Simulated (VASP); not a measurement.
Write the native input for VASP 6.6.1 that does the following.

* Task: single point
* Functional: r2SCAN
* Potentials or basis: VASP PAW PBE potentials, release 64 (Ta_sv_GW, N)
* Cutoff: 660 eV
* k mesh: 10 × 10 × 9
* Occupations: fermi-dirac, width 0.05 eV
* Spin: no spin polarisation
* Dipole correction: no
* Second run: valence_matched
* Further INCAR settings: ALGO = Normal; EDIFF = 1e-06; NBANDS = 16

Crystal: TaN.

```xyz
2
Lattice="2.8780 0.0000 0.0000 -1.4390 2.4924 0.0000 0.0000 0.0000 2.8241" Properties=species:S:1:pos:R:3 pbc="T T T"
Ta    0.0000    0.0000    1.4121
N     1.4390    0.8308    0.0000
```

One way to write it, as run:

POSCAR

```
TaN
1.0
    2.8780239874      0.0000000000      0.0000000000
   -1.4390119937      2.4924418858      0.0000000000
    0.0000000000      0.0000000000      2.8241467514
Ta N
1 1
Direct
    0.0000000000      0.0000000000      0.5000000000
    0.6666666667      0.3333333333      0.0000000000
```

INCAR.step1

```
ALGO = Normal
EDIFF = 1E-5
ENCUT = 660
GGA = PE
GGA_COMPAT = F
ISMEAR = -1
LASPH = T
LCHARG = F
LREAL = F
LWAVE = T
NBANDS = 16
NELM = 120
PREC = Accurate
SIGMA = 0.05
```

INCAR.step2

```
ALGO = Normal
EDIFF = 1E-6
ENCUT = 660
GGA_COMPAT = F
ISIF = 2
ISMEAR = -1
ISTART = 1
LASPH = T
LCHARG = F
LMIXTAU = T
LREAL = F
LWAVE = F
METAGGA = R2SCAN
NBANDS = 16
NELM = 120
PREC = Accurate
SIGMA = 0.05
```

KPOINTS

```
k-points
0
Gamma
  10 10 9
```

Potentials or basis: VASP PAW PBE potentials, release 64 (Ta_sv_GW, N).

Launch:

```sh
$ cat potpaw_PBE.64/Ta_sv_GW/POTCAR potpaw_PBE.64/N/POTCAR > POTCAR
$ cp INCAR.step1 INCAR
$ mpirun -np 1 vasp_std > vasp.out
$ cp INCAR.step2 INCAR
$ mpirun -np 1 vasp_std > vasp.out
```

It gave:

The pressure is 25.3 GPa and the band gap on the k mesh is zero (band 9 reaches 13.63 eV, above the bottom of band 10 at 13.27 eV).

Caveat: the PAW data sets were made with another functional, which shifts forces and pressure a little; spin-orbit coupling is left out, which moves the levels of the heavy elements.

It took 60 s on 1 thread of Intel(R) Xeon(R) Platinum 8375C CPU @ 2.90GHz (Ice Lake) (shared host), peak memory 0.18 GiB.
